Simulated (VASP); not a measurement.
# MgCd3O4 (P4/mmm) in VASP: notebook

MgCd3O4 is run at these levels: PBE, PBEsol; tasks: single point.

All numbers are computed with VASP 6.6.1; they aren't measurements. Logs are shortened: lines on timing, memory, paths and dates and some standing lists are left out, and cuts for length are marked.

### 1 The cell of the first run

It takes space group P4/mmm (No. 123, tetragonal). Conventional cell: a = 3.308 Å, b = 3.308 Å, c = 9.330 Å, α = 90.00°, β = 90.00°, γ = 90.00°. Mg (site symmetry 4/mmm) has 6 O at 2.17 to 2.34 Å within 2.9 Å. Within 3.0 Å of Cd (site symmetry 4mm) lie 6 O at 2.27 to 2.40 Å. Within 3.1 Å of Cd (site symmetry 4/mmm) lie 6 O at 2.34 to 2.50 Å. Within 2.9 Å of O (site symmetry 4mm) lie 1 Mg at 2.17 Å and 5 Cd at 2.34 to 2.50 Å. O (site symmetry 4/mmm) has 6 Cd at 2.34 to 2.40 Å within 3.1 Å. O (site symmetry 4/mmm) has 2 Cd at 2.27 Å and 4 Mg at 2.34 Å within 3.0 Å.

### 2 Single point, PBE

INCAR reads:

```
SYSTEM = MgCd3O4
  PREC = Accurate
  ENCUT = 520
  EDIFF = 1E-6
  ISMEAR = 0
  SIGMA = 0.1
  LREAL = .False.
  LASPH = .True.
  NELM = 100
  ALGO = Normal
  ISIF = 2
  LWAVE = .False.
  LCHARG = .False.
  GGA = PE
  NBANDS = 41
```

KPOINTS reads:

```
Automatic mesh
0
Gamma
  12 12 4
  0 0 0
```

POSCAR reads:

```
MgCd3O4
1.0
    3.3076836379      0.0000000000      0.0000000000
    0.0000000000      3.3076836379      0.0000000000
    0.0000000000      0.0000000000      9.3304801768
Mg Cd O
1 3 4
Direct
    0.0000000000      0.0000000000      0.0000000000
    0.5000000000      0.5000000000      0.2432999155
    0.0000000000      0.0000000000      0.5000000000
    0.5000000000      0.5000000000      0.7567000845
    0.0000000000      0.0000000000      0.2322467424
    0.5000000000      0.5000000000      0.5000000000
    0.0000000000      0.0000000000      0.7677532576
    0.5000000000      0.5000000000      0.0000000000
```

Potentials or basis: VASP PAW PBE potentials, release 64 (Mg, Cd, O).

Command:

```
> cat potpaw_PBE.64/Mg/POTCAR potpaw_PBE.64/Cd/POTCAR potpaw_PBE.64/O/POTCAR > POTCAR
> mpirun -np 1 vasp_std > vasp.out
```

OUTCAR:

```text
SYSTEM = MgCd3O4
   PREC = Accurate
   ENCUT = 520
   EDIFF = 1E-6
   ISMEAR = 0
   LREAL = .False.
   LASPH = .True.
   NELM = 100
   ISIF = 2
   GGA = PE

 ion  position               nearest neighbor table
   1  0.000  0.000  0.000-   5 2.17   7 2.17   8 2.34   8 2.34   8 2.34   8 2.34   4 3.26   4 3.26
                             2 3.26   4 3.26   2 3.26   2 3.26   4 3.26   2 3.26
   2  0.500  0.500  0.243-   8 2.27   5 2.34   5 2.34   5 2.34   5 2.34   6 2.40   1 3.26   1 3.26
                             1 3.26   1 3.26   3 3.35   3 3.35   3 3.35   3 3.35
   3  0.000  0.000  0.500-   6 2.34   6 2.34   6 2.34   6 2.34   7 2.50   5 2.50   4 3.35   4 3.35
                             2 3.35   4 3.35   2 3.35   2 3.35   4 3.35   2 3.35
   4  0.500  0.500  0.757-   8 2.27   7 2.34   7 2.34   7 2.34   7 2.34   6 2.40   1 3.26   1 3.26
                             1 3.26   1 3.26   3 3.35   3 3.35   3 3.35   3 3.35
   5  0.000  0.000  0.232-   1 2.17   2 2.34   2 2.34   2 2.34   2 2.34   3 2.50
   6  0.500  0.500  0.500-   3 2.34   3 2.34   3 2.34   3 2.34   4 2.40   2 2.40
   7  0.000  0.000  0.768-   1 2.17   4 2.34   4 2.34   4 2.34   4 2.34   3 2.50
   8  0.500  0.500  0.000-   2 2.27   4 2.27   1 2.34   1 2.34   1 2.34   1 2.34

  LATTYP: Found a simple tetragonal cell.
 ALAT       =     3.3076836379
 C/A-ratio  =     2.8208502379

  Lattice vectors:

 A1 = (   3.3076836379,   0.0000000000,   0.0000000000)
 A2 = (   0.0000000000,   3.3076836379,   0.0000000000)
 A3 = (   0.0000000000,   0.0000000000,   9.3304801768)

Analysis of symmetry for initial positions (statically):
=====================================================================
 Subroutine PRICEL returns:
 Original cell was already a primitive cell.

 Routine SETGRP: Setting up the symmetry group for a
 simple tetragonal supercell.

 Subroutine GETGRP returns: Found 16 space group operations
 (whereof 16 operations were pure point group operations)
 out of a pool of 16 trial point group operations.

The static configuration has the point symmetry D_4h.

Analysis of symmetry for dynamics (positions and initial velocities):
=====================================================================
 Subroutine PRICEL returns:
 Original cell was already a primitive cell.

 Routine SETGRP: Setting up the symmetry group for a
 simple tetragonal supercell.

 Subroutine GETGRP returns: Found 16 space group operations
 (whereof 16 operations were pure point group operations)
 out of a pool of 16 trial point group operations.

The dynamic configuration has the point symmetry D_4h.

 Subroutine INISYM returns: Found 16 space group operations
 (whereof 16 operations are pure point group operations),
 and found     1 'primitive' translations

----------------------------------------------------------------------------------------

                                     Primitive cell

  volume of cell :     102.0826

  direct lattice vectors                    reciprocal lattice vectors
     3.307683638  0.000000000  0.000000000     0.302326374  0.000000000  0.000000000
     0.000000000  3.307683638  0.000000000     0.000000000  0.302326374  0.000000000
     0.000000000  0.000000000  9.330480177     0.000000000  0.000000000  0.107175620

  length of vectors
     3.307683638  3.307683638  9.330480177     0.302326374  0.302326374  0.107175620

  position of ions in fractional coordinates (direct lattice)
     0.000000000  0.000000000  0.000000000
     0.500000000  0.500000000  0.243299916
     0.000000000  0.000000000  0.500000000
     0.500000000  0.500000000  0.756700084
     0.000000000  0.000000000  0.232246742
     0.500000000  0.500000000  0.500000000
     0.000000000  0.000000000  0.767753258
     0.500000000  0.500000000  0.000000000

  ion indices of the primitive-cell ions
   primitive index   ion index
                 1           1
                 2           2
                 3           3
                 4           4
                 5           5
                 6           6
                 7           7
                 8           8

----------------------------------------------------------------------------------------

 KPOINTS: Automatic mesh

Automatic generation of k-mesh.
 Grid dimensions read from file:
 generate k-points for:   12   12    4

 Generating k-lattice:

  Cartesian coordinates                     Fractional coordinates (reciprocal lattice)
     0.025193864  0.000000000  0.000000000     0.083333333  0.000000000  0.000000000
     0.000000000  0.025193864  0.000000000     0.000000000  0.083333333  0.000000000
     0.000000000  0.000000000  0.026793905     0.000000000  0.000000000  0.250000000

  Length of vectors
     0.025193864  0.025193864  0.026793905

  Shift w.r.t. Gamma in fractional coordinates (k-lattice)
     0.000000000  0.000000000  0.000000000

 Subroutine IBZKPT returns following result:
 ===========================================

 Found     84 irreducible k-points:

 Following reciprocal coordinates:
            Coordinates               Weight
  0.000000  0.000000  0.000000      1.000000
  0.083333  0.000000  0.000000      4.000000
  0.166667  0.000000  0.000000      4.000000
  0.250000  0.000000  0.000000      4.000000
  0.333333  0.000000  0.000000      4.000000
  0.416667  0.000000  0.000000      4.000000
[... 16 lines left out ...]
  0.333333  0.333333  0.000000      4.000000
  0.416667  0.333333  0.000000      8.000000
 [... further k-points ...]
   k-points           NKPTS =     84   k-points in BZ     NKDIM =     84   number of bands    NBANDS=     41
   number of dos      NEDOS =    301   number of ions     NIONS =      8
   total plane-waves  NPLWV =  54880
   dimension x,y,z NGX =    28 NGY =   28 NGZ =   70
   dimension x,y,z NGXF=    56 NGYF=   56 NGZF=  140
   ions per type =               1   3   4
   NGX,Y,Z   is equivalent  to a cutoff of  14.07, 14.07, 12.47 a.u.
   NGXF,Y,Z  is equivalent  to a cutoff of  28.15, 28.15, 24.94 a.u.
 SYSTEM =  MgCd3O4
   PREC   = accura    normal or accurate (medium, high low for compatibility)
   ISTART =      0    job   : 0-new  1-cont  2-samecut
   ICHARG =      2    charge: 1-file 2-atom 10-const
   ISPIN  =      1    spin polarized calculation?
   LNONCOLLINEAR =      F non collinear calculations
   LSORBIT =      F    spin-orbit coupling
   LASPH  =      T    aspherical Exc in radial PAW
   ENCUT  =  520.0 eV  38.22 Ry    6.18 a.u.   6.15  6.15 17.35*2*pi/ulx,y,z
   NELM   =    100;   NELMIN=  2; NELMDL= -5     # of ELM steps
   EDIFF  = 0.1E-05   stopping-criterion for ELM
   LREAL  =      F    real-space projection
   EDIFFG = 0.1E-04   stopping-criterion for IOM
   NSW    =      0    number of steps for IOM
   IBRION =     -1    ionic relax: 0-MD 1-quasi-New 2-CG
   NFREE  =      0    steps in history (QN), initial steepest desc. (CG)
   ISIF   =      2    stress and relaxation
   ISYM   =      2    0-nonsym 1-usesym 2-fastsym
   POTIM  = 0.5000    time-step for ionic-motion
   TEBEG  =    0.0;   TEEND  =   0.0 temperature during run
   PSTRESS=    0.0 pullay stress
   NELECT =      62.0000    total number of electrons
   NUPDOWN=      -1.0000    fix difference up-down
   EMIN   =  10.00;   EMAX   =-10.00  energy-range for DOS
   EFERMI =   0.00;   METHOD = LEGACY
   ISMEAR =     0;   SIGMA  =   0.10  broadening in eV -4-tet -1-fermi 0-gaus
   EFERMI_NEDOS =   21; number of points for ismear=-14 and -15
   IALGO  =     38    algorithm
   IMIX   =      4    mixing-type and parameters
     AMIX     =   0.40;   BMIX     =  1.00
     AMIX_MAG =   1.60;   BMIX_MAG =  1.00
  volume/ion in A,a.u.               =      12.76        86.11
  Fermi-wavevector in a.u.,A,eV,Ry     =   1.386399  2.619913 26.151770  1.922101
  Thomas-Fermi vector in A             =   2.510718
   LORBIT       =      0    0 simple, 1 ext, 2 COOP (PROOUT), +10 PAW based schemes
   GGA     = PE    functional components
   LHFCALC =     F    Hartree Fock is set to
   AEXX    =    0.0000 exact exchange contribution
   IVDW    =     0    specifies the selected vdW correction
   LEPSILON=     F    determine dielectric tensor
   LRPA    =     F    only Hartree local field effects (RPA)
 non-spin polarized calculation
 Gauss-broadening in eV      SIGMA  =   0.10
  energy-cutoff  :      520.00
  volume of cell :      102.08
 maximum number of plane-waves:      2784
 NGX is ok and might be reduce to    28
   NGX = 13   NGY = 13   NGZ = 35

 number of electron      62.0000036 magnetization

 Free energy of the ion-electron system (eV)
  ---------------------------------------------------
  ext. energy  EPLUGINS =         0.00000000
  ---------------------------------------------------
  free energy    TOTEN  =       -34.50811302 eV

  energy without entropy =      -34.50757883  energy(sigma->0) =      -34.50784593

 E-fermi :   2.3755     XC(G=0): -11.2690

 val. band max:        2.2995711424   @ k =   0.5000   0.0000   0.0000
 cond. band min:       2.5861591404   @ k =   0.0833   0.0000   0.0000
 fundamental gap:      0.2865879980
 Fermi energy:         2.3754653346

 k-point     1 :       0.0000    0.0000    0.0000
  band No.  band energies     occupation
      1     -15.3078      2.00000
      2     -14.8632      2.00000
      3     -14.7596      2.00000
      4     -14.1580      2.00000
      5      -5.2740      2.00000
      6      -4.8976      2.00000
[... 33 lines left out ...]
     40      13.7487      0.00000
     41      14.5878      0.00000

 k-point     2 :       0.0833    0.0000    0.0000
  band No.  band energies     occupation
      1     -15.2782      2.00000
      2     -14.8383      2.00000
      3     -14.7348      2.00000
      4     -14.1494      2.00000
      5      -5.2633      2.00000
      6      -4.9556      2.00000
[... 33 lines left out ...]
     40      13.4066      0.00000
     41      14.0914      0.00000

 k-point     3 :       0.1667    0.0000    0.0000
  band No.  band energies     occupation
      1     -15.1952      2.00000
      2     -14.7681      2.00000
      3     -14.6658      2.00000
      4     -14.1275      2.00000
      5      -5.2572      2.00000
      6      -5.0717      2.00000
[... 33 lines left out ...]
     40      13.4666      0.00000
     41      13.9450      0.00000

 k-point     4 :       0.2500    0.0000    0.0000
  band No.  band energies     occupation
      1     -15.0765      2.00000
      2     -14.6663      2.00000
      3     -14.5688      2.00000
      4     -14.1028      2.00000
      5      -5.3205      2.00000
      6      -5.2061      2.00000
[... 825 lines left out ...]
     40      11.8423      0.00000
     41      11.9970      0.00000

 k-point    23 :       0.3333    0.3333    0.0000
  band No.  band energies     occupation
      1     -14.8792      2.00000
      2     -14.4754      2.00000
      3     -14.4175      2.00000
      4     -14.0016      2.00000
      5      -5.2083      2.00000
      6      -5.1451      2.00000
[... 33 lines left out ...]
     40      11.6081      0.00000
     41      11.8295      0.00000

 k-point    24 :       0.4167    0.3333    0.0000
  band No.  band energies     occupation
      1     -14.8627      2.00000
      2     -14.4573      2.00000
      3     -14.4056      2.00000
      4     -13.9778      2.00000
      5      -5.2111      2.00000
      6      -5.0776      2.00000
[... 33 lines left out ...]
     40      11.4389      0.00000
     41      11.9279      0.00000

 [... further k-points ...]
[... 5 lines left out ...]
  --------------------------------------------------------------------------------------
  -------------------------------------------------------------------------------------
  Total        0.6408566      0.6408566      0.5914834      0.0000000      0.0000000      0.0000000
  in kB       10.0581821     10.0581821      9.2832751      0.0000000      0.0000000      0.0000000
  external PRESSURE =       9.7998798 kB  Pullay stress =       0.0000000 kB

 VOLUME and BASIS-vectors are now :
 -----------------------------------------------------------------------------
  energy-cutoff  :      520.00
  volume of cell :      102.08
      direct lattice vectors                 reciprocal lattice vectors
     3.307683638  0.000000000  0.000000000     0.302326374  0.000000000  0.000000000
     0.000000000  3.307683638  0.000000000     0.000000000  0.302326374  0.000000000
     0.000000000  0.000000000  9.330480177     0.000000000  0.000000000  0.107175620

 POSITION                                       TOTAL-FORCE (eV/Angst)
 -----------------------------------------------------------------------------------
      0.00000      0.00000      0.00000        -0.000000      0.000000      0.000000
      1.65384      1.65384      2.27011         0.000000     -0.000000      0.030210
      0.00000      0.00000      4.66524        -0.000000      0.000000      0.000000
      1.65384      1.65384      7.06038        -0.000000     -0.000000     -0.030210
      0.00000      0.00000      2.16697        -0.000000      0.000000     -0.039166
      1.65384      1.65384      4.66524        -0.000000      0.000000      0.000000
      0.00000      0.00000      7.16351        -0.000000      0.000000      0.039166
      1.65384      1.65384      0.00000        -0.000000      0.000000      0.000000
 -----------------------------------------------------------------------------------
    total drift:                                0.000000      0.000000      0.000000

  FREE ENERGIE OF THE ION-ELECTRON SYSTEM (eV)
  ---------------------------------------------------
  free  energy   TOTEN  =       -34.5081130200 eV

  energy  without entropy=      -34.5075788306  energy(sigma->0) =      -34.50784593
```

Run time: 6.9 min. Hardware: 1 thread of Intel Xeon Platinum 8488C (Sapphire Rapids), shared host; peak memory 0.42 GiB.

Results:

- Free energy: -34.5081 eV
- Pressure: 1.0 GPa
- Largest force: 0.039 eV/Å
- Band gap on the k mesh: zero (bands 31 and 32 overlap by 0.22 eV)

Forces on the atoms (eV/Å):
```
Mg   0.000  0.000  0.000
Cd   0.000  0.000  0.030
Cd   0.000  0.000  0.000
Cd   0.000  0.000 -0.030
O    0.000  0.000 -0.039
O    0.000  0.000  0.000
O    0.000  0.000  0.039
O    0.000  0.000  0.000
```

Levels at points of the mesh, in eV from the Fermi level:
```
           k point  band 29  band 30  band 31  band 32  band 33  band 34
(0.00, 0.00, 0.00)    -1.51    -1.15    -1.15    -0.29     2.91     3.50
(0.50, 0.00, 0.00)    -0.24    -0.22    -0.08     3.98     4.30     4.96
(0.50, 0.50, 0.00)    -2.18    -2.18    -1.92     3.65     3.79     5.97
(0.00, 0.00, 0.50)    -1.82    -1.15    -1.15     0.97     1.68     3.85
(0.50, 0.00, 0.50)    -0.62    -0.24    -0.22     4.10     4.69     4.74
(0.50, 0.50, 0.50)    -2.19    -2.19    -1.98     3.80     4.70     4.71
```

Caveat: semilocal functionals underestimate gaps, and a narrow one can read as zero.

### 3 Single point, PBEsol

INCAR reads:

```
SYSTEM = MgCd3O4
ALGO = Normal
EDIFF = 1E-6
ENCUT = 520
GGA = PS
ISIF = 2
ISMEAR = 0
LASPH = .TRUE.
LCHARG = .FALSE.
LREAL = .FALSE.
LWAVE = .FALSE.
NBANDS = 41
NELM = 80
PREC = Accurate
SIGMA = 0.1
```

KPOINTS reads:

```
k-points
0
G
  12 12 4
  0 0 0
```

POSCAR is that of step 2.

Potentials or basis: VASP PAW PBE potentials, release 64 (Mg, Cd, O).

Command:

```
> cat potpaw_PBE.64/Mg/POTCAR potpaw_PBE.64/Cd/POTCAR potpaw_PBE.64/O/POTCAR > POTCAR
> mpirun -np 1 vasp_std > vasp.out
```

OUTCAR:

```text
SYSTEM = MgCd3O4
   EDIFF = 1E-6
   ENCUT = 520
   GGA = PS
   ISIF = 2
   ISMEAR = 0
   LASPH = .TRUE.
   LREAL = .FALSE.
   NELM = 80
   PREC = Accurate

 ion  position               nearest neighbor table
   1  0.000  0.000  0.000-   5 2.17   7 2.17   8 2.34   8 2.34   8 2.34   8 2.34   4 3.26   4 3.26
                             2 3.26   4 3.26   2 3.26   2 3.26   4 3.26   2 3.26
   2  0.500  0.500  0.243-   8 2.27   5 2.34   5 2.34   5 2.34   5 2.34   6 2.40   1 3.26   1 3.26
                             1 3.26   1 3.26   3 3.35   3 3.35   3 3.35   3 3.35
   3  0.000  0.000  0.500-   6 2.34   6 2.34   6 2.34   6 2.34   7 2.50   5 2.50   4 3.35   4 3.35
                             2 3.35   4 3.35   2 3.35   2 3.35   4 3.35   2 3.35
   4  0.500  0.500  0.757-   8 2.27   7 2.34   7 2.34   7 2.34   7 2.34   6 2.40   1 3.26   1 3.26
                             1 3.26   1 3.26   3 3.35   3 3.35   3 3.35   3 3.35
   5  0.000  0.000  0.232-   1 2.17   2 2.34   2 2.34   2 2.34   2 2.34   3 2.50
   6  0.500  0.500  0.500-   3 2.34   3 2.34   3 2.34   3 2.34   4 2.40   2 2.40
   7  0.000  0.000  0.768-   1 2.17   4 2.34   4 2.34   4 2.34   4 2.34   3 2.50
   8  0.500  0.500  0.000-   2 2.27   4 2.27   1 2.34   1 2.34   1 2.34   1 2.34

  LATTYP: Found a simple tetragonal cell.
 ALAT       =     3.3076836379
 C/A-ratio  =     2.8208502379

  Lattice vectors:

 A1 = (   3.3076836379,   0.0000000000,   0.0000000000)
[... 196 lines left out ...]

 k-point     1 :       0.0000    0.0000    0.0000
  band No.  band energies     occupation
      1     -15.3985      2.00000
      2     -14.9499      2.00000
      3     -14.8492      2.00000
      4     -14.2317      2.00000
      5      -5.3746      2.00000
      6      -5.0391      2.00000
[... 1045 lines left out ...]
     40      11.1862      0.00000
     41      11.6171      0.00000

 [... further k-points ...]
[... 5 lines left out ...]
  --------------------------------------------------------------------------------------
  -------------------------------------------------------------------------------------
  Total       -3.0621050     -3.0621050     -3.0070339      0.0000000      0.0000000      0.0000000
  in kB      -48.0594438    -48.0594438    -47.1951077      0.0000000      0.0000000      0.0000000
  external PRESSURE =     -47.7713318 kB  Pullay stress =       0.0000000 kB

 VOLUME and BASIS-vectors are now :
 -----------------------------------------------------------------------------
  energy-cutoff  :      520.00
  volume of cell :      102.08
      direct lattice vectors                 reciprocal lattice vectors
     3.307683638  0.000000000  0.000000000     0.302326374  0.000000000  0.000000000
     0.000000000  3.307683638  0.000000000     0.000000000  0.302326374  0.000000000
     0.000000000  0.000000000  9.330480177     0.000000000  0.000000000  0.107175620

 POSITION                                       TOTAL-FORCE (eV/Angst)
 -----------------------------------------------------------------------------------
      0.00000      0.00000      0.00000         0.000000     -0.000000     -0.000000
      1.65384      1.65384      2.27011         0.000000      0.000000      0.012660
      0.00000      0.00000      4.66524         0.000000     -0.000000     -0.000000
      1.65384      1.65384      7.06038         0.000000     -0.000000     -0.012660
      0.00000      0.00000      2.16697        -0.000000     -0.000000      0.046731
      1.65384      1.65384      4.66524         0.000000     -0.000000     -0.000000
      0.00000      0.00000      7.16351         0.000000     -0.000000     -0.046731
      1.65384      1.65384      0.00000         0.000000     -0.000000     -0.000000
 -----------------------------------------------------------------------------------
    total drift:                                0.000000      0.000000      0.000000

  FREE ENERGIE OF THE ION-ELECTRON SYSTEM (eV)
  ---------------------------------------------------
  free  energy   TOTEN  =       -37.4182986156 eV

  energy  without entropy=      -37.4176764106  energy(sigma->0) =      -37.41798751
```

Run time: 6.9 min. Hardware: 1 thread of Intel Xeon Platinum 8488C (Sapphire Rapids), shared host; peak memory 0.42 GiB.

Results:

* Free energy: -37.4183 eV
* Pressure: -4.8 GPa
* Largest force: 0.047 eV/Å
* Band gap on the k mesh: zero (bands 31 and 32 overlap by 0.31 eV)

Forces on the atoms (eV/Å):
```
Mg   0.000  0.000  0.000
Cd   0.000  0.000  0.013
Cd   0.000  0.000  0.000
Cd   0.000  0.000 -0.013
O    0.000  0.000  0.047
O    0.000  0.000  0.000
O    0.000  0.000 -0.047
O    0.000  0.000  0.000
```

Stress tensor (GPa, compression positive):
```
-4.81  0.00  0.00
 0.00 -4.81  0.00
 0.00  0.00 -4.72
```

Caveat: the cell stands under tension; semilocal functionals underestimate gaps, and a narrow one can read as zero; the PAW data sets were made with another functional, which shifts forces and pressure a little.

The gap in the log of VASP goes by the Fermi energy; the results here count the filled bands.